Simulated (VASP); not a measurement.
A run of VASP 6.6.1 is set up as follows.

Contents of INCAR:

```
  ALGO = Normal
  EDIFF = 1E-7
  ENCUT = 520
  GGA = PE
  ISIF = 2
  ISMEAR = 0
  LASPH = True
  LCHARG = False
  LREAL = False
  LWAVE = False
  NBANDS = 24
  NELM = 100
  PREC = Accurate
  SIGMA = 0.02
```

The input KPOINTS:

```
k-points
0
Gamma
  6 6 4
```

The input POSCAR:

```
BaTe
1.0
    3.3742908747      3.3742908747      0.0000000000
   -3.3742908747      3.3742908747      0.0000000000
    0.0000000000      0.0000000000      7.2573753472
Ba Te
2 2
Direct
    0.0000000000      0.0000000000      0.0000000000
    0.5000000000      0.5000000000      0.5000000000
    0.5000000000      0.5000000000      0.0000000000
    0.0000000000      0.0000000000      0.5000000000
```

Potentials or basis: VASP PAW PBE potentials, release 64 (Ba_sv, Te).

Command:

```console
$ cat potpaw_PBE.64/Ba_sv/POTCAR potpaw_PBE.64/Te/POTCAR > POTCAR
$ mpirun -np 1 vasp_std > vasp.out
```

(1) What does it give for the band gap on the k mesh?

(2) What does it give for the pressure?

Answers

(1) 1.35 eV.

(2) 3.0 GPa.

Caveat: the cell differs from its parent crystal (biaxial strain in the a-b plane: -4.5 %); the stress differs along the axes, from -1 to 5 GPa; spin-orbit coupling is left out, which moves the levels of the heavy elements.
